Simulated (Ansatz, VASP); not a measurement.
## Sb in VASP and in Ansatz

INCAR

```
PREC     = Accurate       # precision mode
ENCUT    = 520            # plane-wave cutoff, eV
EDIFF    = 1E-6           # SCF threshold, eV
ISMEAR   = -1             # smearing method
SIGMA    = 0.05           # smearing width, eV
LREAL    = False          # projectors in reciprocal space
LASPH    = True           # aspherical terms in the spheres
NELM     = 80             # most SCF steps
ALGO     = Normal         # electronic algorithm
ISIF     = 2              # what is computed and relaxed
LWAVE    = False          # write WAVECAR
LCHARG   = True           # write CHGCAR
GGA      = PE             # functional
LELF     = True           # ELF
LVHAR    = True         
NBANDS   = 8              # bands
```

Contents of KPOINTS:

```
regular mesh
0
Gamma
  13 13 13
```

POSCAR

```
Sb
1.0
    3.1600000000      0.0000000000      0.0000000000
    0.0000000000      3.1600000000      0.0000000000
    0.0000000000      0.0000000000      3.0652000000
Sb
1
Direct
    0.0000000000      0.0000000000      0.0000000000
```

Input for Ansatz:

```yaml
crystal:
  lattice:
    - [3.16, 0.0, 0.0]
    - [0.0, 3.16, 0.0]
    - [0.0, 0.0, 3.0652]
  atoms:
    - { symbol: Sb, position: [0.0, 0.0, 0.0] }
kpoints:
  mp_grid: { grid: [13, 13, 13] }
  band_path:
    path:
      - [0.0, 0.0, 0.0]
      - [0.0, 0.5, 0.0]
      - [0.5, 0.5, 0.0]
      - [0.0, 0.0, 0.0]
      - [0.0, 0.0, 0.5]
      - [0.0, 0.5, 0.5]
      - [0.5, 0.5, 0.5]
      - [0.0, 0.0, 0.5]
      - [0.0, 0.5, 0.0]
    npoints: 5
scf:
  occupations: { method: fermi_dirac, width: 0.05 }
hamiltonian:
  xc: pbe
  pseudopotentials: { kind: all_electron, lapw: { basis_error: 0.001 } }
output:
  forces: true
  stress: true
  eigenvalues: true
```

Change from the starting cell: zz strain of -3 %.

Alike in both runs: task single point; functional PBE; k mesh 13 × 13 × 13; occupations fermi-dirac, width 0.05 eV; no spin polarisation.

```csv
,VASP,Ansatz
version,VASP 6.6.1,Ansatz 0.2.0
potentials or method,"VASP PAW PBE potentials, release 64 (Sb), cutoff 520 eV","all-electron LAPW, scalar-relativistic"
```

```csv
,VASP,Ansatz,Ansatz less VASP
pressure (GPa),-1.0,-0.9,+0.04
"traceless stress, the component that is largest in VASP (GPa)",3.17,3.16,-0.012
```

Ansatz ran all-electron here, and VASP with PAW potentials.

Neither program's run includes spin-orbit coupling.
